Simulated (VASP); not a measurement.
Runs of VASP 6.6.1 on AlN. It takes space group P6_3mc (No. 186, hexagonal). Conventional cell: a = 3.113 Å, b = 3.113 Å, c = 4.981 Å, α = 90.00°, β = 90.00°, γ = 120.00°. Al (site symmetry 3m) has 4 N at 1.89 Å within 2.5 Å. N (site symmetry 3m) has 4 Al at 1.89 Å within 2.5 Å. 

| level | potentials or basis | gap on the mesh (eV) | pressure (GPa) | largest force (eV/Å) |
| --- | --- | --- | --- | --- |
| PBEsol | VASP PAW PBE potentials, release 64 (Al, N) | 4.15 | 0.2 | 0.13 |
| revPBE | VASP PAW PBE potentials, release 64 (Al, N) | (b) | 5.9 | 0.14 |
| r2SCAN | VASP PAW PBE potentials, release 64 (Al, N) | (a) | -1.3 | 0.13 |
| LDA | VASP PAW LDA potentials, release 64 (Al, N) | (c) | -4.1 | 0.12 |
| PBE | VASP PAW PBE potentials, release 64 (Al, N) | 4.22 | 3.5 | 0.13 |

Alike in all rows: task single point; no spin polarisation; cell as given; k mesh 6 × 6 × 4; cutoff (eV) 520; smearing gaussian 0.01 eV.

Q: Estimate the missing entries.

A: (a) 4.90; (b) 4.26; (c) 4.25.

Caveats: the PAW data sets were made with another functional, which shifts forces and pressure a little (some runs).

